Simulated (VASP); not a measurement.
Write the native input for VASP 6.6.1 that does the following.

| Property | Result |
| --- | --- |
| Task | single point |
| Functional | PBE |
| Potentials or basis | VASP PAW PBE potentials, release 64 (Zn, Ge_d, O) |
| Cutoff | 520 eV |
| k mesh | 6 × 6 × 6 |
| Occupations | gaussian, width 0.1 eV |
| Spin | no spin polarisation |
| Dipole correction | no |
| Further INCAR settings | ALGO = Normal; EDIFF = 1e-06; NBANDS = 27 |

The structure of ZnGeO2 lies in POSCAR:

```
ZnGeO2
1.0
    2.7620051500      1.5946444200      2.1178189100
   -2.7620051500      1.5946444200      2.1178189100
    0.0000000000     -3.1892888400      2.1178189100
Zn Ge O
1 1 2
Direct
    0.0000000000      0.0000000000      0.0000000000
    0.5000000000      0.5000000000      0.5000000000
    0.7482499000      0.7482499000      0.7482499000
    0.2517501000      0.2517501000      0.2517501000
```

The cell was generated, and may not be a known phase.

One way to write it, as run:

INCAR

```
PREC     = Accurate       # precision mode
ENCUT    = 520            # plane-wave cutoff, eV
EDIFF    = 1E-6           # SCF threshold, eV
ISMEAR   = 0              # smearing method
SIGMA    = 0.1            # smearing width, eV
LREAL    = False          # projectors in reciprocal space
LASPH    = True           # aspherical terms in the spheres
NELM     = 100            # most SCF steps
ALGO     = Normal         # electronic algorithm
ISIF     = 2              # what is computed and relaxed
LWAVE    = False          # write WAVECAR
LCHARG   = False          # write CHGCAR
GGA      = PE             # functional
NBANDS   = 27             # bands
```

KPOINTS

```
regular mesh
0
Gamma
  6 6 6
```

Potentials or basis: VASP PAW PBE potentials, release 64 (Zn, Ge_d, O).

The run is started by

```bash
$ cat potpaw_PBE.64/Zn/POTCAR potpaw_PBE.64/Ge_d/POTCAR potpaw_PBE.64/O/POTCAR > POTCAR
$ mpirun -np 1 vasp_std > vasp.out
```

Results of the run:

```
Pressure               : 57.9 GPa
Largest force          : 2.364 eV/Å
Band gap on the k mesh : zero (bands 19 and 20 overlap by 1.11 eV)
```

Caveat: the stress differs along the axes, from 9 to 156 GPa; forces of over 1 eV/Å act on the atoms, so gaps and moduli don't describe the material at rest.

Wall time 19 s on 1 thread of Intel(R) Xeon(R) 6975P-C (Granite Rapids), on a shared host, peak memory 0.18 GiB.
